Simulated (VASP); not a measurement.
# Tc (P6_3/mmc) in VASP: further runs, part 2 of 2

VASP 6.6.1. Earlier steps stand in the parts before.

## 3. Relaxation of cell and atoms, LDA

This run uses another cell than the first one, of 14.30 Å³/atom, 1.038 times its volume.

Contents of INCAR:

```
ALGO = Normal
EDIFF = 1E-7
EDIFFG = -0.03
ENCUT = 600
IBRION = 2
ISIF = 3
ISMEAR = -1
LASPH = True
LCHARG = False
LREAL = False
LWAVE = False
NELM = 60
NSW = 80
PREC = Accurate
SIGMA = 0.05
```

Contents of KPOINTS:

```
k-points
0
Gamma
  19 19 11
```

Contents of POSCAR:

```
Tc
1.0
    2.7400000000      0.0000000000      0.0000000000
   -1.3700000000      2.3729100000      0.0000000000
    0.0000000000      0.0000000000      4.3980000000
Tc
2
Direct
    0.3333333333      0.6666666667      0.2500000000
    0.6666666667      0.3333333333      0.7500000000
```

Potentials or basis: VASP PAW LDA potentials, release 64 (Tc_pv).

On the command line:

```bash
> cat potpaw_LDA.64/Tc_pv/POTCAR > POTCAR
> mpirun -np 1 vasp_std > vasp.out
```

OUTCAR:

```text
EDIFF = 1E-7
   EDIFFG = -0.03
   ENCUT = 600
   IBRION = 2
   ISIF = 3
   ISMEAR = -1
   LASPH = True
   LREAL = False
   NELM = 60
   NSW = 80
   PREC = Accurate

 ion  position               nearest neighbor table
   1  0.333  0.667  0.250-   2 2.71   2 2.71   2 2.71   2 2.71   2 2.71   2 2.71
   2  0.667  0.333  0.750-   1 2.71   1 2.71   1 2.71   1 2.71   1 2.71   1 2.71

  LATTYP: Found a hexagonal cell.
 ALAT       =     2.7400000000
 C/A-ratio  =     1.6051094891

  Lattice vectors:

 A1 = (   2.7400000000,   0.0000000000,   0.0000000000)
 A2 = (  -1.3700000000,   2.3729100000,   0.0000000000)
 A3 = (   0.0000000000,   0.0000000000,   4.3980000000)

Analysis of symmetry for initial positions (statically):
=====================================================================
 Subroutine PRICEL returns:
 Original cell was already a primitive cell.

 Routine SETGRP: Setting up the symmetry group for a
 hexagonal supercell.

 Subroutine GETGRP returns: Found 24 space group operations
 (whereof 12 operations were pure point group operations)
 out of a pool of 24 trial point group operations.

The static configuration has the point symmetry D_3d.
 The point group associated with its full space group is D_6h.

Analysis of symmetry for dynamics (positions and initial velocities):
=====================================================================
 Subroutine PRICEL returns:
 Original cell was already a primitive cell.

 Routine SETGRP: Setting up the symmetry group for a
 hexagonal supercell.

 Subroutine GETGRP returns: Found 24 space group operations
 (whereof 12 operations were pure point group operations)
 out of a pool of 24 trial point group operations.

The dynamic configuration has the point symmetry D_3d.
 The point group associated with its full space group is D_6h.

[... 124 lines left out ...]
   LHFCALC =     F    Hartree Fock is set to
   AEXX    =    0.0000 exact exchange contribution
   IVDW    =     0    specifies the selected vdW correction
   LEPSILON=     F    determine dielectric tensor
   LRPA    =     F    only Hartree local field effects (RPA)
 conjugate gradient relaxation of ions
 non-spin polarized calculation
  energy-cutoff  :      600.00
  volume of cell :       28.59
 maximum number of plane-waves:       982
 NGX is ok and might be reduce to    24
   NGX = 11   NGY = 11   NGZ = 17

--------------------------------------- Ionic step        1  -------------------------------------------

 number of electron      26.0000001 magnetization

 Free energy of the ion-electron system (eV)
  ---------------------------------------------------
  ext. energy  EPLUGINS =         0.00000000
  ---------------------------------------------------
  free energy    TOTEN  =       -23.44003848 eV

  energy without entropy =      -23.42405531  energy(sigma->0) =      -23.43204689

------------------------ aborting loop because EDIFF is reached ----------------------------------------

  FORCE on cell =-STRESS in cart. coord.  units (eV):
  Direction    XX          YY          ZZ          XY          YZ          ZX
  --------------------------------------------------------------------------------------
  -------------------------------------------------------------------------------------
  Total       -1.9705191     -1.9705198     -2.2691996      0.0000000      0.0000000      0.0000000
  in kB     -110.4089242   -110.4089608   -127.1441068      0.0000000      0.0000000      0.0000000
  external PRESSURE =    -115.9873306 kB  Pullay stress =       0.0000000 kB
[... 203 lines left out ...]
--------------------------------------- Ionic step        7  -------------------------------------------

 number of electron      26.0000003 magnetization

 Free energy of the ion-electron system (eV)
  ---------------------------------------------------
  ext. energy  EPLUGINS =         0.00000000
  ---------------------------------------------------
  free energy    TOTEN  =       -23.47900997 eV

  energy without entropy =      -23.46384561  energy(sigma->0) =      -23.47142779

 E-fermi :  13.1613     XC(G=0): -14.2487

 val. band max:       13.1519386513   @ k =   0.3684   0.1053   0.1818
 cond. band min:      13.1683535810   @ k =   0.1579   0.1053   0.1818
 fundamental gap:      0.0164149297
 Fermi energy:        13.1612516977

 k-point     1 :       0.0000    0.0000    0.0000
  band No.  band energies     occupation
      1     -26.2145      2.00000
      2     -24.9423      2.00000
      3     -24.9423      2.00000
      4     -24.7267      2.00000
      5     -24.7267      2.00000
      6     -24.6764      2.00000
[... 457 lines left out ...]
      4     -25.2561      2.00000
      5     -24.9628      2.00000
      6     -24.9380      2.00000
[... 9 lines left out ...]
     16      16.4976      0.00000
     17      16.9262      0.00000

 [... further k-points ...]

------------------------ aborting loop because EDIFF is reached ----------------------------------------

  FORCE on cell =-STRESS in cart. coord.  units (eV):
  Direction    XX          YY          ZZ          XY          YZ          ZX
  --------------------------------------------------------------------------------------
  -------------------------------------------------------------------------------------
  Total        0.0303717      0.0303717      0.0330471      0.0000000     -0.0000000     -0.0000000
  in kB        1.7663532      1.7663537      1.9219490      0.0000000     -0.0000000     -0.0000000
  external PRESSURE =       1.8182186 kB  Pullay stress =       0.0000000 kB
[... 17 lines left out ...]
  FREE ENERGIE OF THE ION-ELECTRON SYSTEM (eV)
  ---------------------------------------------------
  free  energy   TOTEN  =       -23.4790099676 eV

  energy  without entropy=      -23.4638456085  energy(sigma->0) =      -23.47142779

 reached required accuracy - stopping structural energy minimisation
```

OSZICAR:

```text
N       E                     dE             d eps       ncg     rms          rms(c)
DAV:   1     0.330806645521E+03    0.33081E+03   -0.18231E+04  8168   0.180E+03
DAV:   2    -0.158970548406E+02   -0.34670E+03   -0.34321E+03  8955   0.481E+02
[... 55 lines left out ...]
   6 F= -.23478984E+02 E0= -.23471393E+02  d E =-.865948E-04
       N       E                     dE             d eps       ncg     rms          rms(c)
DAV:   1    -0.234792214552E+02   -0.23714E-03   -0.97387E-03  8168   0.856E-01    0.820E-02
DAV:   2    -0.234790479849E+02    0.17347E-03   -0.29841E-04  8698   0.150E-01    0.354E-02
DAV:   3    -0.234790098441E+02    0.38141E-04   -0.13570E-04  9414   0.816E-02    0.480E-03
DAV:   4    -0.234790100133E+02   -0.16920E-06   -0.29838E-06  8294   0.186E-02    0.153E-03
DAV:   5    -0.234790099676E+02    0.45748E-07   -0.20150E-07  5605   0.333E-03
   7 F= -.23479010E+02 E0= -.23471428E+02  d E =-.112207E-03
```

Wall time 13 min (1 thread of AMD EPYC 7R13, shared host); peak memory 0.22 GiB.

Results:

```yaml
Free_energy: -23.4790 eV
Relaxed_volume: 13.77 Å³/atom
Relaxed_cell: a = 2.710 Å, b = 2.710 Å, c = 4.332 Å, α = 90.00°, β = 90.00°, γ = 120.00°
Space_group_after_relaxing_to_0.05_Å: P6_3/mmc (No. 194)
Energy_gained_by_relaxing: 19.5 meV/atom
Ionic_steps: 7
Pressure_after_relaxing: 0.2 GPa
Band_gap_on_the_k_mesh: zero (band 13 reaches 15.17 eV, above the bottom of band 14 at 11.46 eV)
```

Step by step:
| step | energy change (eV) | largest force (eV/Å) | pressure (GPa) | volume (Å³) |
| --- | --- | --- | --- | --- |
| 1 | 0.0000 | 0.0000 | -11.60 | 28.59 |
| 2 | 0.4035 | 0.0000 | 51.70 | 24.52 |
| 3 | -0.0388 | 0.0000 | -0.61 | 27.61 |
| 4 | -0.0389 | 0.0000 | -0.05 | 27.57 |
| 5 | -0.0389 | 0.0000 | 0.19 | 27.55 |
| 6 | -0.0389 | 0.0000 | 0.18 | 27.55 |
| 7 | -0.0390 | 0.0000 | 0.18 | 27.55 |

Final structure:
```yaml
crystal:
  lattice:
    - [2.70977, 0.00000, 0.00000]
    - [-1.35488, 2.34673, 0.00000]
    - [0.00000, 0.00000, 4.33218]
  atoms:
    - { symbol: Tc, position: [0.33333, 0.66667, 0.25000] }
    - { symbol: Tc, position: [0.66667, 0.33333, 0.75000] }
```

LDA usually gives volumes a few per cent too small. Zero-point motion and thermal expansion aren't in these numbers.
